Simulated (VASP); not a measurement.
A run of VASP 6.6.1:

File POSCAR:

```
SiC
1.0
    8.7137060000      0.0000000000      0.0000000000
    0.0000000000      8.7137060000      0.0000000000
    0.0000000000      0.0000000000      8.7137060000
Si C
32 32
Direct
    0.0000000000      0.0000000000      0.0000000000
    0.0000000000      0.0000000000      0.5000000000
    0.0000000000      0.5000000000      0.0000000000
    0.0000000000      0.5000000000      0.5000000000
    0.5000000000      0.0000000000      0.0000000000
    0.5000000000      0.0000000000      0.5000000000
    0.5000000000      0.5000000000      0.0000000000
    0.5000000000      0.5000000000      0.5000000000
    0.2500000000      0.2500000000      0.0000000000
    0.2500000000      0.2500000000      0.5000000000
    0.2500000000      0.7500000000      0.0000000000
    0.2500000000      0.7500000000      0.5000000000
    0.7500000000      0.2500000000      0.0000000000
    0.7500000000      0.2500000000      0.5000000000
    0.7500000000      0.7500000000      0.0000000000
    0.7500000000      0.7500000000      0.5000000000
    0.2500000000      0.0000000000      0.2500000000
    0.2500000000      0.0000000000      0.7500000000
    0.2500000000      0.5000000000      0.2500000000
    0.2500000000      0.5000000000      0.7500000000
    0.7500000000      0.0000000000      0.2500000000
    0.7500000000      0.0000000000      0.7500000000
    0.7500000000      0.5000000000      0.2500000000
    0.7500000000      0.5000000000      0.7500000000
    0.0000000000      0.2500000000      0.2500000000
    0.0000000000      0.2500000000      0.7500000000
    0.0000000000      0.7500000000      0.2500000000
    0.0000000000      0.7500000000      0.7500000000
    0.5000000000      0.2500000000      0.2500000000
    0.5000000000      0.2500000000      0.7500000000
    0.5000000000      0.7500000000      0.2500000000
    0.5000000000      0.7500000000      0.7500000000
    0.1250000000      0.1250000000      0.1250000000
    0.1250000000      0.1250000000      0.6250000000
    0.1250000000      0.6250000000      0.1250000000
    0.1250000000      0.6250000000      0.6250000000
    0.6250000000      0.1250000000      0.1250000000
    0.6250000000      0.1250000000      0.6250000000
    0.6250000000      0.6250000000      0.1250000000
    0.6250000000      0.6250000000      0.6250000000
    0.3750000000      0.3750000000      0.1250000000
    0.3750000000      0.3750000000      0.6250000000
    0.3750000000      0.8750000000      0.1250000000
    0.3750000000      0.8750000000      0.6250000000
    0.8750000000      0.3750000000      0.1250000000
    0.8750000000      0.3750000000      0.6250000000
    0.8750000000      0.8750000000      0.1250000000
    0.8750000000      0.8750000000      0.6250000000
    0.3750000000      0.1250000000      0.3750000000
    0.3750000000      0.1250000000      0.8750000000
    0.3750000000      0.6250000000      0.3750000000
    0.3750000000      0.6250000000      0.8750000000
    0.8750000000      0.1250000000      0.3750000000
    0.8750000000      0.1250000000      0.8750000000
    0.8750000000      0.6250000000      0.3750000000
    0.8750000000      0.6250000000      0.8750000000
    0.1250000000      0.3750000000      0.3750000000
    0.1250000000      0.3750000000      0.8750000000
    0.1250000000      0.8750000000      0.3750000000
    0.1250000000      0.8750000000      0.8750000000
    0.6250000000      0.3750000000      0.3750000000
    0.6250000000      0.3750000000      0.8750000000
    0.6250000000      0.8750000000      0.3750000000
    0.6250000000      0.8750000000      0.8750000000
```

INCAR.step1

```
  ALGO = Normal
  EDIFF = 1E-4
  ENCUT = 520
  GGA = PE
  ISMEAR = -1
  LASPH = T
  LCHARG = F
  LREAL = Auto
  LWAVE = T
  NBANDS = 166
  NELM = 80
  PREC = Accurate
  SIGMA = 0.05
```

INCAR.step2

```
  ALGO = Normal
  EDIFF = 1E-6
  ENCUT = 520
  ISIF = 2
  ISMEAR = -1
  ISTART = 1
  LASPH = T
  LCHARG = T
  LELF = T
  LMIXTAU = T
  LREAL = Auto
  LVHAR = T
  LWAVE = F
  METAGGA = R2SCAN
  NBANDS = 166
  NELM = 80
  PREC = Accurate
  SIGMA = 0.05
```

KPOINTS

```
k-points
0
Gamma
  1 1 1
```

Potentials or basis: VASP PAW PBE potentials, release 64 (Si, C).

Command:

```console
$ cat potpaw_PBE.64/Si/POTCAR potpaw_PBE.64/C/POTCAR > POTCAR
$ cp INCAR.step1 INCAR
$ mpirun -np 1 vasp_gam > vasp.out
$ cp INCAR.step2 INCAR
$ mpirun -np 1 vasp_gam > vasp.out
```

Hardware: 1 thread of AMD EPYC 7R43 64-Core Processor (Zen 3), on a shared host.

Q: How long does it take, and how much memory?

A: Run time: 14 min on 1 thread of AMD EPYC 7R43 64-Core Processor (Zen 3), on a shared host, peak memory 0.7 GiB. Counts: k points 1.
